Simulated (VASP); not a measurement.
A run of VASP 6.6.1 is set up as follows.

INCAR

```
SYSTEM = Ti
ALGO = Normal
EDIFF = 1E-8
ENCUT = 400
GGA = PE
GGA_COMPAT = .FALSE.
ISIF = 2
ISMEAR = -1
LASPH = .TRUE.
LCHARG = .FALSE.
LEFG = .TRUE.
LREAL = .FALSE.
LWAVE = .FALSE.
NBANDS = 12
NELM = 120
PREC = Accurate
SIGMA = 0.05
```

File KPOINTS:

```
k-points
0
G
  14 14 14
  0 0 0
```

Contents of POSCAR:

```
Ti
1.0
   -1.6574100000      1.6410000000      1.6410000000
    1.6410000000     -1.6574100000      1.6410000000
    1.6410000000      1.6410000000     -1.6574100000
Ti
1
Direct
    0.0000000000      0.0000000000      0.0000000000
```

Potentials or basis: VASP PAW PBE potentials, release 64 (Ti_sv).

Launch:

```sh
$ cat potpaw_PBE.64/Ti_sv/POTCAR > POTCAR
$ mpirun -np 1 vasp_std > vasp.out
```

(1) Estimate the band gap on the k mesh.

(2) Predict the pressure.

## Answers

(1) zero (bands 6 and 7 overlap by 1.57 eV).

(2) -3.3 GPa.

Caveat: the cell differs from its parent crystal (equal xy, yz and zx shear strains of -1 %); the cell stands under tension; without QUAD_EFG the Cq values of the log hold for a quadrupole moment of 1 mb, not for the nuclei.
